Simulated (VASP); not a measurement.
Set up this calculation in VASP 6.6.1, as the native input.

| Quantity | Value |
| --- | --- |
| Task | electric field gradients |
| Functional | PBEsol |
| Potentials or basis | VASP PAW PBE potentials, release 64 (Ti_sv, Te) |
| Cutoff | 520 eV |
| k mesh | 13 × 13 × 7 |
| Occupations | fermi-dirac, width 0.03 eV |
| Spin | no spin polarisation |
| Dipole correction | no |
| Further INCAR settings | ALGO = Normal; EDIFF = 1e-08; NBANDS = 19 |

The structure of TiTe2 lies in POSCAR:

```
TiTe2
1.0
    3.8510785353      0.0000000000      0.0000000000
   -1.9255392676      3.3351318436      0.0000000000
    0.0000000000      0.0000000000      6.6254441201
Ti Te
1 2
Direct
    0.0000000000      0.0000000000      0.0000000000
    0.6666666667      0.3333333333      0.2628000000
    0.3333333333      0.6666666667      0.7372000000
```

This cell differs from its parent crystal: volume scaled by 1.06.

The input as run:

INCAR

```
SYSTEM = TiTe2
PREC = Accurate ; ENCUT = 520
EDIFF = 1E-8 ; ISMEAR = -1
SIGMA = 0.03 ; LREAL = .False.
LASPH = .True. ; NELM = 80
ALGO = Normal ; ISIF = 2
LWAVE = .False. ; LCHARG = .False.
GGA = PS ; LEFG = .True.
NBANDS = 19
```

KPOINTS

```
regular mesh
0
Gamma
  13 13 7
  0 0 0
```

Potentials or basis: VASP PAW PBE potentials, release 64 (Ti_sv, Te).

Launch:

```console
$ cat potpaw_PBE.64/Ti_sv/POTCAR potpaw_PBE.64/Te/POTCAR > POTCAR
$ mpirun -np 1 vasp_std > vasp.out
```

Results of the run:

```json
{
 "Pressure": "-5.3 GPa",
 "Largest force": "0.542 eV/Å",
 "Band gap on the k mesh": "zero (band 12 reaches 6.38 eV, above the bottom of band 13 at 5.80 eV)"
}
```

Caveat: without QUAD_EFG the Cq values of the log hold for a quadrupole moment of 1 mb, not for the nuclei; the PAW data sets were made with another functional, which shifts forces and pressure a little; spin-orbit coupling is left out, which moves the levels of the heavy elements; this functional lacks dispersion, which binds the layers, so the pressure and a relaxed spacing across them are unreliable.

Wall time 4.3 min on 1 thread of AMD EPYC 7R13 Processor (Zen 3), on a shared host, peak memory 0.32 GiB.
